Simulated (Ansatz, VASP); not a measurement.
**One calculation of GaSb3, two programs**

File INCAR:

```
PREC = Accurate ; ENCUT = 520
EDIFF = 1E-6 ; ISMEAR = 0
SIGMA = 0.15 ; LREAL = F
LASPH = T ; NELM = 80
ALGO = Normal ; ISIF = 2
LWAVE = F ; LCHARG = F
GGA = PE ; IVDW = 12
NBANDS = 22
```

Contents of KPOINTS:

```
regular mesh
0
Gamma
  10 10 10
```

POSCAR

```
GaSb3
1.0
    0.0000000000      3.7455328410      3.6481278280
    3.7455328410      0.0000000000      3.6481278280
    3.7455328410      3.7455328410      0.0000000000
Ga Sb
1 3
Direct
    0.0000000000      0.0000000000      0.0000000000
    0.2561675470      0.2438324530      0.2438324530
    0.7438324530      0.7561675470      0.7561675470
    0.5000000000      0.5000000000      0.5000000000
```

Input for Ansatz:

```yaml
crystal:
  lattice:
    - [0.0, 3.745532841, 3.648127828]
    - [3.745532841, 0.0, 3.648127828]
    - [3.745532841, 3.745532841, 0.0]
  atoms:
    - { symbol: Ga, position: [0.0, 0.0, 0.0] }
    - { symbol: Sb, position: [0.256167547, 0.243832453, 0.243832453] }
    - { symbol: Sb, position: [0.743832453, 0.756167547, 0.756167547] }
    - { symbol: Sb, position: [0.5, 0.5, 0.5] }
basis:
  ecutwfc: 420
kpoints:
  mp_grid: { grid: [10, 10, 10] }
hamiltonian:
  xc: pbe
  pseudopotentials: { kind: paw, azcp: { folder: soft_1 } }
  dispersion: d3bj
scf:
  occupations: { method: gaussian, width: 0.15 }
output:
  forces: true
  stress: true
  eigenvalues: true
```

Change from the starting cell: mode 4 frozen in at -0.045 Å, equal normal strain along x and y +0.0267.

Alike in both runs: task single point; functional PBE; dispersion D3(BJ); k mesh 10 × 10 × 10; occupations gaussian, width 0.15 eV; no spin polarisation.

|  | VASP | Ansatz |
| --- | --- | --- |
| version | VASP 6.6.1 | Ansatz 0.2.0 |
| potentials or method | VASP PAW PBE potentials, release 64 (Ga_d, Sb), cutoff 520 eV | scalar-relativistic, plane waves, PAW |
| valence electrons in the cell | 28 | 58 |

|  | VASP | Ansatz | Ansatz less VASP |
| --- | --- | --- | --- |
| gap on the k mesh at the Fermi level (eV) | none | none | - |
| pressure (GPa) | -2.8 | -2.7 | +0.11 |
| traceless stress, the component that is largest in VASP (GPa) | 0.41 | 0.41 | +0.001 |
| rms of the force components (eV/Å) | 0.040 | 0.040 | -0.0001 |

Atom by atom the forces differ by 0.000 eV/Å (rms over components). A gap of «none» marks a metal or a gap that the smearing closes. VASP's potentials hold 28 valence electrons a cell and Ansatz's 58, so a difference there can come from the potentials and not from the codes.

Spin-orbit coupling is off throughout.
